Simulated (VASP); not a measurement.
# La2AlF (P4/mmm) in VASP: notebook

Runs on La2AlF. Level: PBE. Tasks: single point, relaxation of cell and atoms.

Everything below comes from runs of VASP 6.6.1. Logs are shortened: lines on timing, memory, paths and dates and some standing lists are left out, and cuts for length are marked.

### Step 1. The cell of the first run

The structure is tetragonal, space group P4/mmm (No. 123). The conventional cell has a = 4.076 Å, b = 4.076 Å, c = 5.562 Å, α = 90.00°, β = 90.00°, γ = 90.00°. Within 3.7 Å of La (site symmetry 4/mmm) lie 2 Al at 2.78 Å and 4 F at 2.88 Å. La (site symmetry 4/mmm) has 2 F at 2.78 Å and 4 Al at 2.88 Å within 3.7 Å. Al (site symmetry 4/mmm) has 6 La at 2.78 to 2.88 Å within 3.7 Å. Within 3.7 Å of F (site symmetry 4/mmm) lie 6 La at 2.78 to 2.88 Å.

### Step 2. Single point, PBE

Input file INCAR:

```
ALGO = Normal
EDIFF = 1E-6
ENCUT = 520
GGA = PE
ISIF = 2
ISMEAR = 0
LASPH = True
LCHARG = True
LELF = True
LREAL = False
LVHAR = True
LWAVE = False
NBANDS = 24
NELM = 100
PREC = Accurate
SIGMA = 0.1
```

Input file KPOINTS:

```
k-points
0
Gamma
  4 4 4
```

Input file POSCAR:

```
La2AlF
1.0
    4.0758968800      0.0000000000      0.0000000000
    0.0000000000      4.0758968800      0.0000000000
    0.0000000000      0.0000000000      5.5620290700
La Al F
2 1 1
Direct
    0.0000000000      0.0000000000      0.5000000000
    0.5000000000      0.5000000000      0.0000000000
    0.0000000000      0.0000000000      0.0000000000
    0.5000000000      0.5000000000      0.5000000000
```

Potentials or basis: VASP PAW PBE potentials, release 64 (La, Al, F).

On the command line:

```bash
$ cat potpaw_PBE.64/La/POTCAR potpaw_PBE.64/Al/POTCAR potpaw_PBE.64/F/POTCAR > POTCAR
$ mpirun -np 1 vasp_std > vasp.out
```

OUTCAR:

```text
EDIFF = 1E-6
   ENCUT = 520
   GGA = PE
   ISIF = 2
   ISMEAR = 0
   LASPH = True
   LREAL = False
   NELM = 100
   PREC = Accurate

 ion  position               nearest neighbor table
   1  0.000  0.000  0.500-   3 2.78   3 2.78
   2  0.500  0.500  0.000-   4 2.78   4 2.78   3 2.88   3 2.88   3 2.88   3 2.88
   3  0.000  0.000  0.000-   1 2.78   1 2.78   2 2.88   2 2.88   2 2.88   2 2.88
   4  0.500  0.500  0.500-   2 2.78   2 2.78

  LATTYP: Found a simple tetragonal cell.
 ALAT       =     4.0758968800
 C/A-ratio  =     1.3646147667

  Lattice vectors:

 A1 = (   4.0758968800,   0.0000000000,   0.0000000000)
 A2 = (   0.0000000000,   4.0758968800,   0.0000000000)
 A3 = (   0.0000000000,   0.0000000000,   5.5620290700)

Analysis of symmetry for initial positions (statically):
=====================================================================
 Subroutine PRICEL returns:
 Original cell was already a primitive cell.

 Routine SETGRP: Setting up the symmetry group for a
 simple tetragonal supercell.

 Subroutine GETGRP returns: Found 16 space group operations
 (whereof 16 operations were pure point group operations)
 out of a pool of 16 trial point group operations.

The static configuration has the point symmetry D_4h.

Analysis of symmetry for dynamics (positions and initial velocities):
=====================================================================
 Subroutine PRICEL returns:
 Original cell was already a primitive cell.

 Routine SETGRP: Setting up the symmetry group for a
 simple tetragonal supercell.

 Subroutine GETGRP returns: Found 16 space group operations
 (whereof 16 operations were pure point group operations)
 out of a pool of 16 trial point group operations.

The dynamic configuration has the point symmetry D_4h.

 Subroutine INISYM returns: Found 16 space group operations
 (whereof 16 operations are pure point group operations),
 and found     1 'primitive' translations

----------------------------------------------------------------------------------------

                                     Primitive cell

  volume of cell :      92.4016

  direct lattice vectors                    reciprocal lattice vectors
     4.075896880  0.000000000  0.000000000     0.245344774  0.000000000  0.000000000
     0.000000000  4.075896880  0.000000000     0.000000000  0.245344774  0.000000000
     0.000000000  0.000000000  5.562029070     0.000000000  0.000000000  0.179790502

  length of vectors
     4.075896880  4.075896880  5.562029070     0.245344774  0.245344774  0.179790502

  position of ions in fractional coordinates (direct lattice)
     0.000000000  0.000000000  0.500000000
     0.500000000  0.500000000  0.000000000
     0.000000000  0.000000000  0.000000000
     0.500000000  0.500000000  0.500000000

  ion indices of the primitive-cell ions
   primitive index   ion index
                 1           1
                 2           2
                 3           3
                 4           4

----------------------------------------------------------------------------------------

 KPOINTS: k-points

Automatic generation of k-mesh.
 Grid dimensions read from file:
 generate k-points for:    4    4    4

 Generating k-lattice:

  Cartesian coordinates                     Fractional coordinates (reciprocal lattice)
     0.061336194  0.000000000  0.000000000     0.250000000  0.000000000  0.000000000
     0.000000000  0.061336194  0.000000000     0.000000000  0.250000000  0.000000000
     0.000000000  0.000000000  0.044947626     0.000000000  0.000000000  0.250000000

  Length of vectors
     0.061336194  0.061336194  0.044947626

  Shift w.r.t. Gamma in fractional coordinates (k-lattice)
     0.000000000  0.000000000  0.000000000

 Subroutine IBZKPT returns following result:
 ===========================================

 Found     18 irreducible k-points:

 Following reciprocal coordinates:
            Coordinates               Weight
  0.000000  0.000000  0.000000      1.000000
  0.250000  0.000000  0.000000      4.000000
  0.500000  0.000000  0.000000      2.000000
  0.250000  0.250000  0.000000      4.000000
  0.500000  0.250000  0.000000      4.000000
  0.500000  0.500000  0.000000      1.000000
[... 10 lines left out ...]
  0.500000  0.250000  0.500000      4.000000
  0.500000  0.500000  0.500000      1.000000
   k-points           NKPTS =     18   k-points in BZ     NKDIM =     18   number of bands    NBANDS=     24
   number of dos      NEDOS =    301   number of ions     NIONS =      4
   total plane-waves  NPLWV =  37800
   dimension x,y,z NGX =    30 NGY =   30 NGZ =   42
   dimension x,y,z NGXF=    60 NGYF=   60 NGZF=   84
   ions per type =               2   1   1
   NGX,Y,Z   is equivalent  to a cutoff of  12.24, 12.24, 12.55 a.u.
   NGXF,Y,Z  is equivalent  to a cutoff of  24.47, 24.47, 25.11 a.u.
 SYSTEM =  unknown system
   PREC   = accura    normal or accurate (medium, high low for compatibility)
   ISTART =      0    job   : 0-new  1-cont  2-samecut
   ICHARG =      2    charge: 1-file 2-atom 10-const
   ISPIN  =      1    spin polarized calculation?
   LNONCOLLINEAR =      F non collinear calculations
   LSORBIT =      F    spin-orbit coupling
   LASPH  =      T    aspherical Exc in radial PAW
   ENCUT  =  520.0 eV  38.22 Ry    6.18 a.u.   7.58  7.58 10.34*2*pi/ulx,y,z
   NELM   =    100;   NELMIN=  2; NELMDL= -5     # of ELM steps
   EDIFF  = 0.1E-05   stopping-criterion for ELM
   LREAL  =      F    real-space projection
   EDIFFG = 0.1E-04   stopping-criterion for IOM
   NSW    =      0    number of steps for IOM
   IBRION =     -1    ionic relax: 0-MD 1-quasi-New 2-CG
   NFREE  =      0    steps in history (QN), initial steepest desc. (CG)
   ISIF   =      2    stress and relaxation
   ISYM   =      2    0-nonsym 1-usesym 2-fastsym
   POTIM  = 0.5000    time-step for ionic-motion
   TEBEG  =    0.0;   TEEND  =   0.0 temperature during run
   PSTRESS=    0.0 pullay stress
   NELECT =      32.0000    total number of electrons
   NUPDOWN=      -1.0000    fix difference up-down
   EMIN   =  10.00;   EMAX   =-10.00  energy-range for DOS
   EFERMI =   0.00;   METHOD = LEGACY
   ISMEAR =     0;   SIGMA  =   0.10  broadening in eV -4-tet -1-fermi 0-gaus
   EFERMI_NEDOS =   21; number of points for ismear=-14 and -15
   IALGO  =     38    algorithm
   IMIX   =      4    mixing-type and parameters
     AMIX     =   0.40;   BMIX     =  1.00
     AMIX_MAG =   1.60;   BMIX_MAG =  1.00
  volume/ion in A,a.u.               =      23.10       155.89
  Fermi-wavevector in a.u.,A,eV,Ry     =   1.149648  2.172520 17.982696  1.321691
  Thomas-Fermi vector in A             =   2.286317
   LORBIT       =      0    0 simple, 1 ext, 2 COOP (PROOUT), +10 PAW based schemes
   GGA     = PE    functional components
   LHFCALC =     F    Hartree Fock is set to
   AEXX    =    0.0000 exact exchange contribution
   IVDW    =     0    specifies the selected vdW correction
   LEPSILON=     F    determine dielectric tensor
   LRPA    =     F    only Hartree local field effects (RPA)
 non-spin polarized calculation
 Gauss-broadening in eV      SIGMA  =   0.10
  energy-cutoff  :      520.00
  volume of cell :       92.40
 maximum number of plane-waves:      2516
   NGX = 15   NGY = 15   NGZ = 21

 number of electron      31.9999992 magnetization

 Free energy of the ion-electron system (eV)
  ---------------------------------------------------
  ext. energy  EPLUGINS =         0.00000000
  ---------------------------------------------------
  free energy    TOTEN  =       -19.57728386 eV

  energy without entropy =      -19.55314789  energy(sigma->0) =      -19.56521587

 E-fermi :   8.2120     XC(G=0):  -9.9339

 val. band max:        8.1902207057   @ k =   0.2500   0.0000   0.0000
 cond. band min:       8.2242342918   @ k =   0.2500   0.2500   0.2500
 fundamental gap:      0.0340135860
 Fermi energy:         8.2119933214

 k-point     1 :       0.0000    0.0000    0.0000
  band No.  band energies     occupation
      1     -24.9505      2.00000
      2     -23.9821      2.00000
      3     -16.9449      2.00000
      4      -8.9119      2.00000
      5      -8.6375      2.00000
      6      -8.6375      2.00000
[... 16 lines left out ...]
     23       9.9023      0.00000
     24       9.9483      0.00000

 k-point     2 :       0.2500    0.0000    0.0000
  band No.  band energies     occupation
      1     -24.9322      2.00000
      2     -23.9701      2.00000
      3     -16.9716      2.00000
      4      -8.8210      2.00000
      5      -8.7178      2.00000
      6      -8.5916      2.00000
[... 16 lines left out ...]
     23       9.9045      0.00000
     24       9.9808      0.00000

 k-point     3 :       0.5000    0.0000    0.0000
  band No.  band energies     occupation
      1     -24.9137      2.00000
      2     -23.9580      2.00000
      3     -16.9986      2.00000
      4      -8.7889      2.00000
      5      -8.7128      2.00000
      6      -8.5439      2.00000
[... 16 lines left out ...]
     23       9.9838      0.00000
     24      10.0648      0.00000

 k-point     4 :       0.2500    0.2500    0.0000
  band No.  band energies     occupation
      1     -24.9168      2.00000
      2     -23.9571      2.00000
      3     -16.9759      2.00000
      4      -8.8281      2.00000
      5      -8.7586      2.00000
      6      -8.6737      2.00000
[... 16 lines left out ...]
     23       9.9961      0.00000
     24      10.0462      0.00000

 k-point     5 :       0.5000    0.2500    0.0000
  band No.  band energies     occupation
      1     -24.9012      2.00000
      2     -23.9442      2.00000
      3     -16.9808      2.00000
      4      -8.9001      2.00000
      5      -8.8007      2.00000
      6      -8.6899      2.00000
[... 289 lines left out ...]
 k-point    16 :       0.2500    0.2500    0.5000
  band No.  band energies     occupation
      1     -24.9143      2.00000
      2     -23.9544      2.00000
      3     -17.0121      2.00000
      4      -8.8473      2.00000
      5      -8.7829      2.00000
      6      -8.6896      2.00000
[... 16 lines left out ...]
     23       9.9084      0.00000
     24      10.1714      0.00000

 k-point    17 :       0.5000    0.2500    0.5000
  band No.  band energies     occupation
      1     -24.8999      2.00000
      2     -23.9398      2.00000
      3     -17.0167      2.00000
      4      -8.8847      2.00000
      5      -8.8486      2.00000
      6      -8.7520      2.00000
[... 16 lines left out ...]
     23      10.0485      0.00000
     24      10.2358      0.00000

 k-point    18 :       0.5000    0.5000    0.5000
  band No.  band energies     occupation
      1     -24.8874      2.00000
      2     -23.9260      2.00000
      3     -16.9983      2.00000
      4      -8.9493      2.00000
      5      -8.9493      2.00000
      6      -8.7175      2.00000
[... 16 lines left out ...]
     23       9.9963      0.00000
     24      10.0503      0.00000

------------------------ aborting loop because EDIFF is reached ----------------------------------------

  FORCE on cell =-STRESS in cart. coord.  units (eV):
  Direction    XX          YY          ZZ          XY          YZ          ZX
  --------------------------------------------------------------------------------------
  -------------------------------------------------------------------------------------
  Total        4.3192941      4.3192941      7.4169639      0.0000000      0.0000000      0.0000000
  in kB       74.8934314     74.8934314    128.6047826      0.0000000      0.0000000      0.0000000
  external PRESSURE =      92.7972151 kB  Pullay stress =       0.0000000 kB

 VOLUME and BASIS-vectors are now :
 -----------------------------------------------------------------------------
  energy-cutoff  :      520.00
  volume of cell :       92.40
      direct lattice vectors                 reciprocal lattice vectors
     4.075896880  0.000000000  0.000000000     0.245344774  0.000000000  0.000000000
     0.000000000  4.075896880  0.000000000     0.000000000  0.245344774  0.000000000
     0.000000000  0.000000000  5.562029070     0.000000000  0.000000000  0.179790502

 POSITION                                       TOTAL-FORCE (eV/Angst)
 -----------------------------------------------------------------------------------
      0.00000      0.00000      2.78101         0.000000      0.000000      0.000000
      2.03795      2.03795      0.00000         0.000000      0.000000      0.000000
      0.00000      0.00000      0.00000         0.000000      0.000000      0.000000
      2.03795      2.03795      2.78101         0.000000      0.000000      0.000000
 -----------------------------------------------------------------------------------
    total drift:                                0.000000      0.000000      0.000000

  FREE ENERGIE OF THE ION-ELECTRON SYSTEM (eV)
  ---------------------------------------------------
  free  energy   TOTEN  =       -19.5772838561 eV

  energy  without entropy=      -19.5531478935  energy(sigma->0) =      -19.56521587
```

Wall time 22 s (1 thread of Intel Xeon 6975P-C (Granite Rapids), shared host); peak memory 0.21 GiB.

What came out:

* Free energy: -19.5773 eV
* Pressure: 9.3 GPa
* Band gap on the k mesh: zero (band 16 reaches 8.92 eV, above the bottom of band 17 at 8.07 eV)

Stress tensor (GPa, compression positive):
```
 7.49  0.00  0.00
 0.00  7.49  0.00
 0.00  0.00 12.86
```

Levels at points of the mesh, in eV from the Fermi level:
| k point | band 13 | band 14 | band 15 | band 16 | band 17 | band 18 | band 19 | band 20 |
| --- | --- | --- | --- | --- | --- | --- | --- | --- |
| (0.00, 0.00, 0.00) | -5.94 | -1.46 | -0.06 | 0.70 | 0.70 | 1.00 | 1.08 | 1.18 |
| (0.50, 0.00, 0.00) | -3.94 | -2.18 | -0.57 | -0.35 | 0.08 | 0.89 | 1.44 | 1.46 |
| (0.50, 0.50, 0.00) | -5.31 | -1.46 | -1.46 | 0.69 | 0.69 | 1.02 | 1.26 | 1.57 |
| (0.00, 0.00, 0.50) | -4.87 | -1.62 | -0.71 | -0.47 | 0.54 | 0.65 | 0.65 | 1.48 |
| (0.50, 0.00, 0.50) | -2.73 | -2.50 | -2.10 | -1.08 | 0.99 | 1.35 | 1.41 | 1.48 |
| (0.50, 0.50, 0.50) | -4.23 | -0.99 | -0.71 | -0.71 | 0.31 | 0.31 | 1.57 | 1.57 |

Caveat: the k points lie up to 0.39 Å⁻¹ apart; spin-orbit coupling is left out, which moves the levels of the heavy elements.

(Part 1 of 2 ends here.)
